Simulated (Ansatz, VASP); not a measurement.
**Ru: VASP beside Ansatz**

INCAR

```
PREC = Accurate
ENCUT = 520
EDIFF = 1E-6
ISMEAR = 0
SIGMA = 0.15
LREAL = False
LASPH = True
NELM = 80
ALGO = Fast
ISIF = 2
LWAVE = False
LCHARG = False
GGA = PE
NBANDS = 13
```

The input KPOINTS:

```
Automatic mesh
0
Gamma
  22 22 22
```

File POSCAR:

```
Ru
1.0
    0.0000000000      1.9150000000      1.9628750000
    1.9150000000      0.0000000000      1.9628750000
    1.9150000000      1.9150000000      0.0000000000
Ru
1
Direct
    0.0000000000      0.0000000000      0.0000000000
```

Input for Ansatz:

```yaml
crystal:
  lattice:
    - [0.0, 1.915, 1.962875]
    - [1.915, 0.0, 1.962875]
    - [1.915, 1.915, 0.0]
  atoms:
    - { symbol: Ru, position: [0.0, 0.0, 0.0] }
basis:
  ecutwfc: 420
kpoints:
  mp_grid: { grid: [22, 22, 22] }
hamiltonian:
  xc: pbe
scf:
  occupations: { method: gaussian, width: 0.15 }
output:
  forces: true
  stress: true
  eigenvalues: true
```

Change from the starting cell: strain +0.0250 x Voigt [0, 0, 1, 0, 0, 0], atoms carried along.

Alike in both runs: task single point; functional PBE; k mesh 22 × 22 × 22; occupations gaussian, width 0.15 eV; no spin polarisation.

|  | VASP | Ansatz |
| --- | --- | --- |
| version | VASP 6.6.1 | Ansatz 0.2.0 |
| potentials or method | VASP PAW PBE potentials, release 64 (Ru_pv), cutoff 520 eV | scalar-relativistic, plane waves, PAW |
| valence electrons in the cell | 14 | 16 |

```tsv
	VASP	Ansatz	Ansatz less VASP
gap on the k mesh at the Fermi level (eV)	none	none	-
pressure (GPa)	-11.2	-11.0	+0.22
traceless stress, the component that is largest in VASP (GPa)	-3.76	-3.77	-0.012
```

A gap of «none» marks a metal or a gap that the smearing closes. VASP's potentials hold 14 valence electrons a cell and Ansatz's 16, so a difference there can come from the potentials and not from the codes.
